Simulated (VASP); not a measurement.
Wanted: the native input for a VASP 6.6.1 run.

- Task: single point
- Functional: PBEsol
- Potentials or basis: VASP PAW PBE potentials, release 64 (Ta_pv, F)
- Cutoff: 520 eV
- k mesh: 14 × 14 × 14
- Occupations: gaussian, width 0.15 eV
- Spin: no spin polarisation
- Dipole correction: no
- Further INCAR settings: ALGO = Normal; EDIFF = 1e-06; NBANDS = 24

The structure of TaF3 lies in POSCAR:

```
TaF3
1.0
    3.9502701961     -0.4227226409     -0.4227226409
   -0.4227226409      3.9502701961     -0.4227226409
   -0.4227226409     -0.4227226409      3.9502701961
Ta F
1 3
Direct
    0.0000000000      0.0000000000      0.0000000000
    0.5000000000      0.0000000000      0.0000000000
    0.0000000000      0.5000000000      0.0000000000
    0.0000000000      0.0000000000      0.5000000000
```

This cell differs from its parent crystal: ratio of the length along [111] to the lengths across it x 0.71, volume and fractional coordinates fixed.

The input as run:

INCAR

```
SYSTEM = TaF3
PREC = Accurate
ENCUT = 520
EDIFF = 1E-6
ISMEAR = 0
SIGMA = 0.15
LREAL = .FALSE.
LASPH = .TRUE.
NELM = 60
ALGO = Normal
ISIF = 2
LWAVE = .FALSE.
LCHARG = .TRUE.
GGA = PS
LELF = .TRUE.
LVHAR = .TRUE.
NBANDS = 24
```

KPOINTS

```
Automatic mesh
0
G
  14 14 14
  0 0 0
```

Potentials or basis: VASP PAW PBE potentials, release 64 (Ta_pv, F).

Run with:

```bash
$ cat potpaw_PBE.64/Ta_pv/POTCAR potpaw_PBE.64/F/POTCAR > POTCAR
$ mpirun -np 1 vasp_std > vasp.out
```

Results of the run:

```
Pressure               : 7.4 GPa
Band gap on the k mesh : zero (bands 16 and 17 overlap by 2.33 eV)
```

Caveat: the cell stands under pressure; the PAW data sets were made with another functional, which shifts forces and pressure a little; spin-orbit coupling is left out, which moves the levels of the heavy elements.

Wall time 4.8 min on 1 thread of Intel(R) Xeon(R) Platinum 8488C (Sapphire Rapids), with other jobs on the host, peak memory 0.43 GiB.
